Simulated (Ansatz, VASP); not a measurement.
# One calculation of AgCl, two programs

File INCAR:

```
SYSTEM = AgCl
ALGO     = Normal         ! electronic algorithm
EDIFF    = 1E-7           ! SCF threshold, eV
ENCUT    = 520            ! plane-wave cutoff, eV
ISIF     = 2              ! what is computed and relaxed
ISMEAR   = 0              ! smearing method
LASPH    = .TRUE.         ! aspherical terms in the spheres
LCHARG   = .TRUE.         ! write CHGCAR
LELF     = .TRUE.         ! ELF
LREAL    = .FALSE.        ! projectors in reciprocal space
LVHAR    = .TRUE.       
LWAVE    = .FALSE.        ! write WAVECAR
NBANDS   = 16             ! bands
NELM     = 100            ! most SCF steps
PREC     = Accurate       ! precision mode
SIGMA    = 0.05           ! smearing width, eV
```

Contents of KPOINTS:

```
k-points
0
G
  10 10 10
  0 0 0
```

POSCAR

```
AgCl
1.0
    0.0000000000      2.6417032077      2.6773114500
    2.6417032077      0.0000000000      2.6773114500
    2.6417032077      2.6417032077      0.0000000000
Ag Cl
1 1
Direct
    0.5278030294      0.4721969706      0.5278030294
   -0.0845997951      0.0845997951     -0.0845997951
```

Input for Ansatz:

```yaml
crystal:
  lattice:
    - [0.0, 2.6417032077, 2.67731145]
    - [2.6417032077, 0.0, 2.67731145]
    - [2.6417032077, 2.6417032077, 0.0]
  atoms:
    - { symbol: Ag, position: [0.5278030294, 0.4721969706, 0.5278030294] }
    - { symbol: Cl, position: [-0.0845997951, 0.0845997951, -0.0845997951] }
basis:
  ecutwfc: 420
kpoints:
  mp_grid: { grid: [10, 10, 10] }
hamiltonian:
  xc: lda
  pseudopotentials: { kind: paw }
scf:
  occupations: { method: gaussian, width: 0.05 }
output:
  forces: true
  stress: true
  eigenvalues: true
```

Change from the starting cell: mode 5 frozen in at -0.453 Å, equal normal strain along x and y -0.0133.

Alike in both runs: task single point; functional LDA; k mesh 10 × 10 × 10; occupations gaussian, width 0.05 eV; no spin polarisation.

|  | VASP | Ansatz |
| --- | --- | --- |
| version | VASP 6.6.1 | Ansatz 0.2.0 |
| potentials or method | VASP PAW LDA potentials, release 64 (Ag, Cl), cutoff 520 eV | scalar-relativistic, plane waves, PAW |
| valence electrons in the cell | 18 | 26 |

|  | VASP | Ansatz | Ansatz less VASP |
| --- | --- | --- | --- |
| gap on the k mesh at the Fermi level (eV) | 1.14 | 1.12 | -0.018 |
| least direct gap on the mesh (eV) | 1.54 | 1.52 | -0.018 |
| pressure (GPa) | 17.1 | 17.1 | 0.00 |
| traceless stress, the component that is largest in VASP (GPa) | 31.25 | 31.20 | -0.056 |
| rms of the force components (eV/Å) | 3.061 | 3.054 | -0.0064 |

LDA's correlation is that of Perdew and Zunger in VASP and of Perdew and Wang (1992) in Ansatz. Atom by atom the forces differ by 0.006 eV/Å (rms over components). VASP's potentials hold 18 valence electrons a cell and Ansatz's 26, so a difference there can come from the potentials and not from the codes.
